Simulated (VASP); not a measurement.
Sr2ZrO3:

```
CELL_PARAMETERS angstrom
4.41250 0.00000 0.00000
-2.20625 3.82134 0.00000
0.00000 0.00000 5.52556
ATOMIC_POSITIONS crystal
Sr 0.33333 0.66667 0.21914
Sr 0.66667 0.33333 0.78086
Zr 0.00000 0.00000 0.50000
O 0.33333 0.66667 0.72378
O 0.66667 0.33333 0.27622
O 0.00000 0.00000 0.00000
```

| Item | Value |
| --- | --- |
| Program | VASP 6.6.1 |
| Task | relaxation of cell and atoms |
| Functional | PBE |
| Potentials or basis | VASP PAW PBE potentials, release 64 (Sr_sv, Zr_sv, O) |
| Cutoff | 600 eV |
| k mesh | 6 × 6 × 4 |
| Occupations | gaussian, width 0.1 eV |
| Spin | no spin polarisation |

At the start: pressure -4.9 GPa; volume 15.53 Å³/atom.

Question: How do energy, volume and symmetry change on relaxing?

Answer: Over 40 steps the energy falls by 939.3 meV/atom and the volume is 14.72 Å³/atom (-5.2 %); space group P-3m1 (No. 164, to 0.05 Å).

Step by step:
```tsv
step	energy change (eV)	largest force (eV/Å)	pressure (GPa)	volume (Å³)
1	0.0000	2.9532	-4.87	93.17
2	-1.5935	2.0738	-1.68	86.85
3	-1.7752	1.0832	15.96	76.86
4	-2.0984	1.4974	5.56	81.27
5	-2.1016	1.4319	6.71	80.65
6	-2.4025	0.3488	-3.77	86.86
7	-2.4053	0.4241	-3.00	86.28
8	-2.5122	0.1347	-0.62	83.81
9	-2.5426	0.1982	1.93	81.90
10	-2.6114	0.3420	0.80	82.64
11	-2.6364	0.6022	0.67	83.15
12	-2.6688	1.0020	2.09	83.87
13	-3.1719	1.2641	8.19	84.20
14	-2.9059	4.3637	32.73	80.97
15	-3.7324	2.1858	18.04	83.27
16	-3.6092	3.0832	24.82	82.27
17	-3.6144	3.1016	24.80	82.34
18	-3.6268	3.1616	24.71	82.54
19	-3.6364	3.2941	24.51	82.92
20	-3.6510	3.2815	24.33	83.00
21	-3.6942	3.2421	23.68	83.23
22	-3.7777	3.1644	22.46	83.69
23	-3.9340	3.0120	20.10	84.61
24	-4.2049	2.7203	15.66	86.48
25	-4.5904	2.1846	7.82	90.29
26	-4.8119	1.2900	-4.30	98.26
27	-4.8212	1.4235	-2.54	96.88
28	-4.8483	1.3995	-2.49	96.68
29	-4.9265	1.3295	-2.30	96.07
30	-5.0697	1.2088	-1.93	94.86
31	-5.3132	1.0341	-1.24	92.46
32	-5.5464	1.0376	1.99	87.76
33	-5.6150	0.5177	-1.05	88.91
34	-5.6153	0.4868	-1.21	88.98
35	-5.6322	0.0720	1.14	87.60
36	-5.6329	0.0955	0.74	87.82
37	-5.6349	0.0580	-0.32	88.50
38	-5.6351	0.0635	-0.09	88.35
39	-5.6356	0.0416	0.01	88.33
40	-5.6357	0.0344	0.13	88.31
```

Final structure:
```
Sr Zr O
1.0
     3.54158    0.00000    0.00000
    -1.77079    3.06710    0.00000
     0.00000    0.00000    8.12990
Sr Zr O
2 1 3
Direct
  0.33333 0.66667 0.17630
  0.66667 0.33333 0.82370
  0.00000 0.00000 0.50000
  0.33333 0.66667 0.63219
  0.66667 0.33333 0.36781
  0.00000 0.00000 0.00000
```
